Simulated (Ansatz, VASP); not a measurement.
**ZnIn2: VASP beside Ansatz**

INCAR

```
SYSTEM = ZnIn2
ALGO = Normal
EDIFF = 1E-6
EDIFFG = -0.04
ENCUT = 600
GGA = PE
IBRION = 2
ISIF = 3
ISMEAR = 0
LASPH = .TRUE.
LCHARG = .FALSE.
LREAL = .FALSE.
LWAVE = .FALSE.
NELM = 80
NSW = 90
PREC = Accurate
SIGMA = 0.1
```

File KPOINTS:

```
k-points
0
G
  4 4 4
  0 0 0
```

Contents of POSCAR:

```
ZnIn2
1.0
    0.0000000000      3.9802854942      3.9802854942
    3.9802854942      0.0000000000      3.9802854942
    3.9802854942      3.9802854942      0.0000000000
Zn In
2 4
Direct
    0.0000000000      0.0000000000      0.0000000000
    0.2500000000      0.2500000000      0.2500000000
    0.6250000000      0.6250000000      0.6250000000
    0.1250000000      0.6250000000      0.6250000000
    0.6250000000      0.6250000000      0.1250000000
    0.6250000000      0.1250000000      0.6250000000
```

Input for Ansatz:

```yaml
crystal:
  lattice:
    - [0.0, 3.9802854942, 3.9802854942]
    - [3.9802854942, 0.0, 3.9802854942]
    - [3.9802854942, 3.9802854942, 0.0]
  atoms:
    - { symbol: Zn, position: [0.0, 0.0, 0.0] }
    - { symbol: Zn, position: [0.25, 0.25, 0.25] }
    - { symbol: In, position: [0.625, 0.625, 0.625] }
    - { symbol: In, position: [0.125, 0.625, 0.625] }
    - { symbol: In, position: [0.625, 0.625, 0.125] }
    - { symbol: In, position: [0.625, 0.125, 0.625] }
basis:
  ecutwfc: 420
kpoints:
  mp_grid: { grid: [4, 4, 4] }
hamiltonian:
  xc: pbe
scf:
  occupations: { method: gaussian, width: 0.1 }
  lower_state_search: "off"
output:
  forces: true
  stress: true
  eigenvalues: true
relax:
  adjacent_minimum: "off"
  f_tol: 0.04
  max_steps: 70
  cell: { stress_tol: 0.4 }
```

Alike in both runs: task relaxation of cell and atoms; functional PBE; k mesh 4 × 4 × 4; occupations gaussian, width 0.1 eV; no spin polarisation.

|  | VASP | Ansatz |
| --- | --- | --- |
| version | VASP 6.6.1 | Ansatz 0.2.0 |
| potentials or method | VASP PAW PBE potentials, release 64 (Zn, In_d), cutoff 600 eV | scalar-relativistic, plane waves, PAW |
| valence electrons in the cell | 76 | 76 |

```csv
,VASP,Ansatz,Ansatz less VASP
"gap on the k mesh at the Fermi level, each at its own relaxed structure (eV)",none,none,-
relaxed volume (Å³/atom),27.02,26.84,-0.185
relaxed length of the cell vector where the two differ most in proportion (Å),6.121,6.107,-0.0140
```

A gap of «none» marks a metal or a gap that the smearing closes.

Noted on VASP's run: the volume moved by over 15 % at a fixed basis, so the end points are rough.
